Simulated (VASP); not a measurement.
# HfO2: single point with PBE

The system is HfO2.

```
Hf O
1.0
     4.87634    0.00000    0.00000
     0.00000    4.87634    0.00000
     0.00000    0.00000    3.23863
Hf O
2 4
Direct
  0.00000 0.00000 0.00000
  0.50000 0.50000 0.50000
  0.19486 0.80514 0.50000
  0.30514 0.30514 0.00000
  0.69486 0.69486 0.00000
  0.80514 0.19486 0.50000
```

```json
{
 "Program": "VASP 6.6.1",
 "Task": "single point",
 "Functional": "PBE",
 "Potentials or basis": "VASP PAW PBE potentials, release 64 (Hf_pv, O)",
 "Cutoff": "520 eV",
 "k mesh": "4 × 4 × 6",
 "Occupations": "gaussian, width 0.1 eV",
 "Spin": "no spin polarisation"
}
```

| Quantity | Value |
| --- | --- |
| Pressure | -2.5 GPa |
| Largest force | 0.059 eV/Å |
| Band gap on the k mesh | 3.85 eV |

Forces in eV/Å, atoms in the order of the input:
```
Hf   0.000  0.000  0.000
Hf   0.000  0.000  0.000
O   -0.041  0.041  0.000
O    0.041  0.041  0.000
O   -0.041 -0.041  0.000
O    0.041 -0.041  0.000
```

Stress tensor (GPa, compression positive):
```
-2.17  0.00  0.00
 0.00 -2.17  0.00
 0.00  0.00 -3.16
```

Levels at points of the mesh, in eV from the valence-band top:
```csv
k point,band 20,band 21,band 22,band 23,band 24,band 25
"(0.00, 0.00, 0.00)",-0.50,-0.50,0.00,3.85,4.04,5.07
"(0.50, 0.00, 0.00)",-1.44,-0.64,-0.64,4.48,4.48,6.00
"(0.50, 0.50, 0.00)",-1.15,-0.86,-0.86,4.08,4.08,5.48
"(0.00, 0.00, 0.50)",-2.00,-0.97,-0.97,5.42,5.42,5.88
"(0.50, 0.00, 0.50)",-1.74,-0.90,-0.90,4.08,4.08,6.14
"(0.50, 0.50, 0.50)",-1.05,-0.52,-0.52,4.98,4.98,5.67
```

Wall time 40 s on 1 thread of Intel(R) Xeon(R) Platinum 8259CL CPU @ 2.50GHz (Skylake/Cascade Lake), on a shared host, peak memory 0.2 GiB.

Caveat: spin-orbit coupling is left out, which moves the levels of the heavy elements. A k mesh can miss the band edges.
